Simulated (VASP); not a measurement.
**Sb: single point with r2SCAN**

Crystal: Sb.

```
CELL_PARAMETERS angstrom
3.36104 0.00000 0.00000
-1.68052 2.91075 0.00000
0.00000 0.00000 11.53284
ATOMIC_POSITIONS crystal
Sb 0.00000 0.00000 0.00000
Sb 0.00000 0.00000 0.50000
Sb 0.33333 0.66667 0.25000
Sb 0.66667 0.33333 0.75000
```

This isn't the form of Sb at room conditions, which is rhombohedral.

- Program: VASP 6.6.1
- Task: single point
- Functional: r2SCAN
- Potentials or basis: VASP PAW PBE potentials, release 64 (Sb)
- Cutoff: 520 eV
- k mesh: 12 × 12 × 3
- Occupations: fermi-dirac, width 0.1 eV
- Spin: no spin polarisation

The pressure is -2.1 GPa. The band gap on the k mesh is zero (bands 10 and 11 overlap by 6.91 eV).

Stress tensor (GPa, compression positive):
```
-1.94  0.00  0.00
 0.00 -1.94  0.00
 0.00  0.00 -2.34
```

Levels at points of the mesh, in eV from the Fermi level:
```csv
k point,band 6,band 7,band 8,band 9,band 10,band 11,band 12,band 13,band 14,band 15
"(0.00, 0.00, 0.00)",-1.36,-1.35,4.12,4.12,4.57,4.76,4.76,4.80,4.80,5.59
"(0.50, 0.00, 0.00)",-5.42,-4.18,-3.79,-1.75,-0.91,0.76,1.46,1.85,1.87,2.35
```

Run time: 4.4 min on 1 thread of Intel(R) Xeon(R) 6975P-C (Granite Rapids), with other jobs on the host, peak memory 0.3 GiB.

Caveat: the PAW data sets were made with another functional, which shifts forces and pressure a little; spin-orbit coupling is left out, which moves the levels of the heavy elements.
